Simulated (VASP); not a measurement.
Write the native input for VASP 6.6.1 that does the following.

* Task: single point
* Functional: LDA
* Potentials or basis: VASP PAW LDA potentials, release 64 (Zr_sv, C)
* Cutoff: 520 eV
* k mesh: 16 × 16 × 16
* Occupations: gaussian, width 0.1 eV
* Spin: no spin polarisation
* Dipole correction: no
* Further INCAR settings: ALGO = Normal; EDIFF = 1e-07; NBANDS = 15

The structure of ZrC lies in POSCAR:

```
ZrC
1.0
    0.0000000000      2.3207286109      2.3207286109
    2.3207286109      0.0000000000      2.3207286109
    2.3207286109      2.3207286109      0.0000000000
Zr C
1 1
Direct
    0.5000000000      0.5000000000      0.5000000000
    0.0000000000      0.0000000000      0.0000000000
```

One way to write it, as run:

INCAR

```
SYSTEM = ZrC
PREC     = Accurate       ! precision mode
ENCUT    = 520            ! plane-wave cutoff, eV
EDIFF    = 1E-7           ! SCF threshold, eV
ISMEAR   = 0              ! smearing method
SIGMA    = 0.1            ! smearing width, eV
LREAL    = .FALSE.        ! projectors in reciprocal space
LASPH    = .TRUE.         ! aspherical terms in the spheres
NELM     = 80             ! most SCF steps
ALGO     = Normal         ! electronic algorithm
ISIF     = 2              ! what is computed and relaxed
LWAVE    = .FALSE.        ! write WAVECAR
LCHARG   = .FALSE.        ! write CHGCAR
GGA      = CA             ! functional
NBANDS   = 15             ! bands
```

KPOINTS

```
Automatic mesh
0
G
  16 16 16
  0 0 0
```

Potentials or basis: VASP PAW LDA potentials, release 64 (Zr_sv, C).

Run with:

```sh
$ cat potpaw_LDA.64/Zr_sv/POTCAR potpaw_LDA.64/C/POTCAR > POTCAR
$ mpirun -np 1 vasp_std > vasp.out
```

It gave:

* Pressure: 0.6 GPa
* Band gap on the k mesh: zero (band 8 reaches 10.84 eV, above the bottom of band 9 at 9.51 eV)

It took 17 s on 1 thread of Intel(R) Xeon(R) 6975P-C (Granite Rapids), on a shared host, peak memory 0.17 GiB.
